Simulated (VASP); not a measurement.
**Pb: single point with PBEsol**

The system is Pb, a slab with vacuum.

```xyz
4
Lattice="3.4800 0.0000 0.0000 -1.7400 3.0138 0.0000 0.0000 0.0000 23.3850" Properties=species:S:1:pos:R:3 pbc="T T T"
Pb    1.7400    1.0046    7.5000
Pb    0.0000    2.0092   10.2950
Pb    1.7400    1.0046   13.0900
Pb    0.0000    2.0092   15.8850
```

* Program: VASP 6.6.1
* Task: single point
* Functional: PBEsol
* Potentials or basis: VASP PAW PBE potentials, release 64 (Pb_d)
* Cutoff: 520 eV
* k mesh: 9 × 9 × 1
* Occupations: fermi-dirac, width 0.05 eV
* Spin: no spin polarisation

The largest force is 0.401 eV/Å. The band gap on the k mesh is zero (bands 28 and 29 overlap by 4.29 eV).

Forces on the atoms (eV/Å):
```
Pb   0.000  0.000  0.179
Pb   0.000  0.000 -0.401
Pb   0.000  0.000  0.401
Pb   0.000  0.000 -0.179
```

Levels at points of the mesh, in eV from the Fermi level:
```tsv
k point	band 25	band 26	band 27	band 28	band 29	band 30	band 31	band 32
(0.00, 0.00, 0.00)	-3.44	-1.40	1.14	3.24	3.69	5.06	5.14	5.88
```

Wall time 5.2 min on 1 thread of Intel Xeon 8259CL, on a shared host, peak memory 0.4 GiB.

Caveat: the PAW data sets were made with another functional, which shifts forces and pressure a little; spin-orbit coupling is left out, which moves the levels of the heavy elements.
